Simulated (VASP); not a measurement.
Bi:

```xyz
2
Lattice="3.4886 -3.1326 0.0000 3.4886 3.1326 0.0000 -1.2602 0.0000 3.1136" Properties=species:S:1:pos:R:3 pbc="T T T"
Bi    4.1738    0.0000    2.6695
Bi    1.5432    0.0000    0.4440
```

Base run:

- Program: VASP 6.6.1
- Functional: PBEsol
- Potentials or basis: VASP PAW PBE potentials, release 64 (Bi_d)
- Cutoff: 520 eV
- k mesh: 4 × 4 × 7
- Occupations: fermi-dirac, width 0.05 eV
- Spin: no spin polarisation

Its results: pressure -2.6 GPa; largest force 0.142 eV/Å.

Q: The run is repeated on the same cell with these changes: spin from no spin polarisation to non-collinear spin, zero start, spin-orbit coupling; further incar settings from ALGO = Normal; EDIFF = 1e-06; NBANDS = 22 to ALGO = Normal; EDIFF = 1e-06; NBANDS = 42. What comes out?

A: Pressure -1.6 GPa; net moment 0.00 μB per cell; largest force 0.108 eV/Å.

Caveats: the PAW data sets were made with another functional, which shifts forces and pressure a little.
